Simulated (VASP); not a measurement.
# SnTe (I-4m2) in VASP: single point with HSE06

Aim: the single point of SnTe with HSE06.

All numbers are computed with VASP 6.6.1; they aren't measurements. Logs are shortened: lines on timing, memory, paths and dates and some standing lists are left out, and cuts for length are marked.

### Step 1. The cell of the first run

It takes space group I-4m2 (No. 119, tetragonal). The conventional cell has a = 5.069 Å, b = 5.069 Å, c = 7.571 Å, α = 90.00°, β = 90.00°, γ = 90.00°. Within 4.2 Å of Sn (site symmetry -4m2) lie 4 Te at 3.16 Å. Within 4.2 Å of Te (site symmetry -4m2) lie 4 Sn at 3.16 Å.

### Step 2. Single point, HSE06 (uniaxial x strain +5.6%)

Input file POSCAR:

```
SnTe
1.0
    0.0000000000      3.5839840092      3.5839840092
    3.7854039105      0.0000000000      3.5839840092
    3.7854039105      3.5839840092      0.0000000000
Sn Te
1 1
Direct
    0.0000000000      0.0000000000      0.0000000000
    0.2500000000      0.2500000000      0.2500000000
```

Input file INCAR.step1:

```
PREC = Accurate
ENCUT = 520
EDIFF = 1E-5
ISMEAR = -1
SIGMA = 0.02
LREAL = F
LASPH = T
NELM = 100
ALGO = Normal
ISIF = 2
LWAVE = T
GGA = PE
NBANDS = 17
```

Input file INCAR.step2:

```
PREC = Accurate
ENCUT = 520
EDIFF = 1E-7
ISMEAR = -1
SIGMA = 0.02
LREAL = F
LASPH = T
NELM = 100
ALGO = Normal
ISIF = 2
LWAVE = F
LCHARG = T
GGA = PE
LHFCALC = T
HFSCREEN = 0.2079
PRECFOCK = Normal
LELF = T
LVHAR = T
ISTART = 1
NBANDS = 17
```

Input file KPOINTS:

```
regular mesh
0
Gamma
  4 4 4
```

Potentials or basis: VASP PAW PBE potentials, release 64 (Sn_d, Te).

The run is started by

```
$ cat potpaw_PBE.64/Sn_d/POTCAR potpaw_PBE.64/Te/POTCAR > POTCAR
$ cp INCAR.step1 INCAR
$ mpirun -np 1 vasp_std > vasp.out
$ cp INCAR.step2 INCAR
$ mpirun -np 1 vasp_std > vasp.out
```

OUTCAR:

```text
PREC = Accurate
   ENCUT = 520
   EDIFF = 1E-7
   ISMEAR = -1
   LREAL = F
   LASPH = T
   NELM = 100
   ISIF = 2
   GGA = PE
   LHFCALC = T
   HFSCREEN = 0.2079
   PRECFOCK = Normal
   ISTART = 1

 ion  position               nearest neighbor table
   1  0.000  0.000  0.000-   2 3.16   2 3.16   2 3.16   2 3.16
   2  0.250  0.250  0.250-   1 3.16   1 3.16   1 3.16   1 3.16

  LATTYP: Found a body centered tetragonal cell.
 ALAT       =     5.0685187931
 C/A-ratio  =     1.4936923646

  Lattice vectors:

 A1 = (   3.7854039105,   0.0000000000,   3.5839840092)
 A2 = (   3.7854039105,   0.0000000000,  -3.5839840092)
 A3 = (  -3.7854039105,   3.5839840092,   0.0000000000)

Analysis of symmetry for initial positions (statically):
=====================================================================
 Subroutine PRICEL returns:
 Original cell was already a primitive cell.

 Routine SETGRP: Setting up the symmetry group for a
 body centered tetragonal supercell.

 Subroutine GETGRP returns: Found  8 space group operations
 (whereof  8 operations were pure point group operations)
 out of a pool of 16 trial point group operations.

The static configuration has the point symmetry D_2d.

Analysis of symmetry for dynamics (positions and initial velocities):
=====================================================================
 Subroutine PRICEL returns:
 Original cell was already a primitive cell.

 Routine SETGRP: Setting up the symmetry group for a
 body centered tetragonal supercell.

 Subroutine GETGRP returns: Found  8 space group operations
 (whereof  8 operations were pure point group operations)
 out of a pool of 16 trial point group operations.

The dynamic configuration has the point symmetry D_2d.

 Subroutine INISYM returns: Found  8 space group operations
 (whereof  8 operations are pure point group operations),
 and found     1 'primitive' translations

----------------------------------------------------------------------------------------

                                     Primitive cell

  volume of cell :      97.2466

  direct lattice vectors                    reciprocal lattice vectors
     0.000000000  3.583984009  3.583984009    -0.132086301  0.139509551  0.139509551
     3.785403910  0.000000000  3.583984009     0.132086301 -0.139509551  0.139509551
     3.785403910  3.583984009  0.000000000     0.132086301  0.139509551 -0.139509551

  length of vectors
     5.068518793  5.212890191  5.212890191     0.237429191  0.237429191  0.237429191

  position of ions in fractional coordinates (direct lattice)
     0.000000000  0.000000000  0.000000000
     0.250000000  0.250000000  0.250000000

  ion indices of the primitive-cell ions
   primitive index   ion index
                 1           1
                 2           2

----------------------------------------------------------------------------------------

 KPOINTS: regular mesh

Automatic generation of k-mesh.
 Grid dimensions read from file:
 generate k-points for:    4    4    4

 Generating k-lattice:

  Cartesian coordinates                     Fractional coordinates (reciprocal lattice)
    -0.033021575  0.034877388  0.034877388     0.250000000  0.000000000  0.000000000
     0.033021575 -0.034877388  0.034877388     0.000000000  0.250000000  0.000000000
     0.033021575  0.034877388 -0.034877388     0.000000000  0.000000000  0.250000000

  Length of vectors
     0.059357298  0.059357298  0.059357298

  Shift w.r.t. Gamma in fractional coordinates (k-lattice)
     0.000000000  0.000000000  0.000000000

 Subroutine IBZKPT returns following result:
 ===========================================

 Found     13 irreducible k-points:

 Following reciprocal coordinates:
            Coordinates               Weight
  0.000000  0.000000  0.000000      1.000000
  0.250000 -0.000000 -0.000000      8.000000
  0.500000 -0.000000 -0.000000      4.000000
  0.250000  0.250000  0.000000      4.000000
  0.500000  0.250000 -0.000000     16.000000
 -0.250000  0.250000  0.000000      8.000000
  0.500000  0.500000  0.000000      2.000000
  0.000000  0.250000  0.250000      2.000000
  0.500000  0.250000  0.250000      4.000000
 -0.250000  0.250000  0.250000      8.000000
 -0.250000  0.500000  0.250000      4.000000
  0.500000 -0.250000  0.250000      2.000000
  0.000000  0.500000  0.500000      1.000000
   k-points           NKPTS =     13   k-points in BZ     NKDIM =     64   number of bands    NBANDS=     17
   number of dos      NEDOS =    301   number of ions     NIONS =      2
   total plane-waves  NPLWV =  64000
   dimension x,y,z NGX =    40 NGY =   40 NGZ =   40
   dimension x,y,z NGXF=    80 NGYF=   80 NGZF=   80
   ions per type =               1   1
   NGX,Y,Z   is equivalent  to a cutoff of  13.12, 12.76, 12.76 a.u.
   NGXF,Y,Z  is equivalent  to a cutoff of  26.24, 25.51, 25.51 a.u.
 SYSTEM =  unknown system
   PREC   = accura    normal or accurate (medium, high low for compatibility)
   ISTART =      1    job   : 0-new  1-cont  2-samecut
   ICHARG =      0    charge: 1-file 2-atom 10-const
   ISPIN  =      1    spin polarized calculation?
   LNONCOLLINEAR =      F non collinear calculations
   LSORBIT =      F    spin-orbit coupling
   LASPH  =      T    aspherical Exc in radial PAW
   ENCUT  =  520.0 eV  38.22 Ry    6.18 a.u.   9.42  9.69  9.69*2*pi/ulx,y,z
   NELM   =    100;   NELMIN=  2; NELMDL=  0     # of ELM steps
   EDIFF  = 0.1E-06   stopping-criterion for ELM
   LREAL  =      F    real-space projection
   EDIFFG = 0.1E-05   stopping-criterion for IOM
   NSW    =      0    number of steps for IOM
   IBRION =     -1    ionic relax: 0-MD 1-quasi-New 2-CG
   NFREE  =      0    steps in history (QN), initial steepest desc. (CG)
   ISIF   =      2    stress and relaxation
   ISYM   =      3    0-nonsym 1-usesym 2-fastsym
   POTIM  = 0.5000    time-step for ionic-motion
   TEBEG  =    0.0;   TEEND  =   0.0 temperature during run
   PSTRESS=    0.0 pullay stress
   NELECT =      20.0000    total number of electrons
   NUPDOWN=      -1.0000    fix difference up-down
   EMIN   =  10.00;   EMAX   =-10.00  energy-range for DOS
   EFERMI =   0.00;   METHOD = LEGACY
   ISMEAR =    -1;   SIGMA  =   0.02  broadening in eV -4-tet -1-fermi 0-gaus
   EFERMI_NEDOS =   21; number of points for ismear=-14 and -15
   IALGO  =     38    algorithm
   IMIX   =      1    mixing-type and parameters
     AMIX     =   0.40;   BMIX     =  1.00
     AMIX_MAG =   1.60;   BMIX_MAG =  1.00
  volume/ion in A,a.u.               =      48.62       328.13
  Fermi-wavevector in a.u.,A,eV,Ry     =   0.966333  1.826104 12.705107  0.933799
  Thomas-Fermi vector in A             =   2.096125
   LORBIT       =      0    0 simple, 1 ext, 2 COOP (PROOUT), +10 PAW based schemes
   GGA     = PE    functional components
   LHFCALC =     T    Hartree Fock is set to
   PRECFOCK=normal    Normal, Fast or Accurate (Low or Medium for compatibility)
   ENCUT4O =  -1.0   cutoff for four orbital integrals eV
   NKREDX  =     1    reduce k-point grid by
   NKREDY  =     1    reduce k-point grid by
   NKREDZ  =     1    reduce k-point grid by
   AEXX    =    0.2500 exact exchange contribution
   HFSCREEN=    0.2079 screening length (either q_TF or 0.3 A-1)
   HFSCREENC=   0.2079 screening length for correlation (either q_TF or 0.3 A-1)
   ENCUTFOCK=  -1.0 apply spherical cutoff to Coloumb kernel
   IVDW    =     0    specifies the selected vdW correction
   LEPSILON=     F    determine dielectric tensor
   LRPA    =     F    only Hartree local field effects (RPA)
 non-spin polarized calculation
  energy-cutoff  :      520.00
  volume of cell :       97.25
 maximum number of plane-waves:      2630
 NGX is ok and might be reduce to    40
  NGX = 30; NGY = 30; NGZ = 30

 number of electron      19.9999997 magnetization

 Free energy of the ion-electron system (eV)
  ---------------------------------------------------
  ext. energy  EPLUGINS =         0.00000000
  ---------------------------------------------------
  free energy    TOTEN  =        -8.41785099 eV

  energy without entropy =       -8.41784697  energy(sigma->0) =       -8.41784898

 E-fermi :   2.9416     XC(G=0):  -6.1884

 val. band max:        2.7528397242   @ k =  -0.2500   0.5000   0.2500
 cond. band min:       3.1164337775   @ k =   0.5000   0.5000   0.0000
 fundamental gap:      0.3635940533
 Fermi energy:         2.9415663208

 k-point     1 :       0.0000    0.0000    0.0000
  band No.  band energies     occupation
      1     -21.4418      2.00000
      2     -21.4353      2.00000
      3     -21.4353      2.00000
      4     -21.4324      2.00000
      5     -21.4243      2.00000
      6      -9.8601      2.00000
[... 9 lines left out ...]
     16      10.0561      0.00000
     17      10.4527      0.00000

 k-point     2 :       0.2500   -0.0000   -0.0000
  band No.  band energies     occupation
      1     -21.4412      2.00000
      2     -21.4354      2.00000
      3     -21.4347      2.00000
      4     -21.4324      2.00000
      5     -21.4243      2.00000
      6      -9.6026      2.00000
[... 9 lines left out ...]
     16       9.2643      0.00000
     17      10.4298      0.00000

 k-point     3 :       0.5000   -0.0000   -0.0000
  band No.  band energies     occupation
      1     -21.4407      2.00000
      2     -21.4354      2.00000
      3     -21.4344      2.00000
      4     -21.4322      2.00000
      5     -21.4241      2.00000
      6      -9.2830      2.00000
[... 9 lines left out ...]
     16      10.1517      0.00000
     17      10.3366      0.00000

 k-point     4 :       0.2500    0.2500    0.0000
  band No.  band energies     occupation
      1     -21.4400      2.00000
      2     -21.4367      2.00000
      3     -21.4341      2.00000
      4     -21.4328      2.00000
      5     -21.4241      2.00000
      6      -9.5033      2.00000
[... 9 lines left out ...]
     16      10.2096      0.00000
     17      11.8949      0.00000
[... 123 lines left out ...]
      1     -21.4415      2.00000
      2     -21.4348      2.00000
      3     -21.4329      2.00000
      4     -21.4324      2.00000
      5     -21.4244      2.00000
      6      -9.0539      2.00000
[... 9 lines left out ...]
     16      11.0095      0.00000
     17      11.1007      0.00000

 k-point    12 :       0.5000   -0.2500    0.2500
  band No.  band energies     occupation
      1     -21.4382      2.00000
      2     -21.4371      2.00000
      3     -21.4338      2.00000
      4     -21.4332      2.00000
      5     -21.4238      2.00000
      6      -9.0316      2.00000
[... 9 lines left out ...]
     16      11.3961      0.00000
     17      11.5012      0.00000

 k-point    13 :       0.0000    0.5000    0.5000
  band No.  band energies     occupation
      1     -21.4439      2.00000
      2     -21.4326      2.00000
      3     -21.4326      2.00000
      4     -21.4319      2.00000
      5     -21.4249      2.00000
      6      -9.0814      2.00000
[... 9 lines left out ...]
     16      11.5132      0.00000
     17      11.5132      0.00000

------------------------ aborting loop because EDIFF is reached ----------------------------------------

  FORCE on cell =-STRESS in cart. coord.  units (eV):
  Direction    XX          YY          ZZ          XY          YZ          ZX
  --------------------------------------------------------------------------------------
  -------------------------------------------------------------------------------------
  Total       -1.0187206     -0.8471830     -0.8471830      0.0000000      0.0000000     -0.0000000
  in kB      -16.7838390    -13.9576881    -13.9576881      0.0000000      0.0000000     -0.0000000
  external PRESSURE =     -14.8997384 kB  Pullay stress =       0.0000000 kB

 VOLUME and BASIS-vectors are now :
 -----------------------------------------------------------------------------
  energy-cutoff  :      520.00
  volume of cell :       97.25
      direct lattice vectors                 reciprocal lattice vectors
     0.000000000  3.583984009  3.583984009    -0.132086301  0.139509551  0.139509551
     3.785403910  0.000000000  3.583984009     0.132086301 -0.139509551  0.139509551
     3.785403910  3.583984009  0.000000000     0.132086301  0.139509551 -0.139509551

 POSITION                                       TOTAL-FORCE (eV/Angst)
 -----------------------------------------------------------------------------------
      0.00000      0.00000      0.00000        -0.000000     -0.000000     -0.000000
      1.89270      1.79199      1.79199         0.000000      0.000000      0.000000
 -----------------------------------------------------------------------------------
    total drift:                               -0.000001     -0.000000     -0.000000

  FREE ENERGIE OF THE ION-ELECTRON SYSTEM (eV)
  ---------------------------------------------------
  free  energy   TOTEN  =        -8.4178509943 eV

  energy  without entropy=       -8.4178469696  energy(sigma->0) =       -8.41784898
```

Run time: 53 min. Hardware: 1 thread of AMD EPYC 7R13 (Zen 3), shared host; peak memory 0.33 GiB.

Results:

- Free energy: -8.4179 eV
- Pressure: -1.5 GPa
- Band gap on the k mesh: 0.36 eV (least direct gap 1.12 eV)

Stress tensor (GPa, compression positive):
```
-1.68  0.00  0.00
 0.00 -1.40  0.00
 0.00  0.00 -1.40
```

Caveat: the cell differs from its parent crystal (uniaxial x strain +5.6%); the PAW data sets were made with another functional, which shifts forces and pressure a little; spin-orbit coupling is left out, which moves the levels of the heavy elements. A k mesh can miss the band edges.
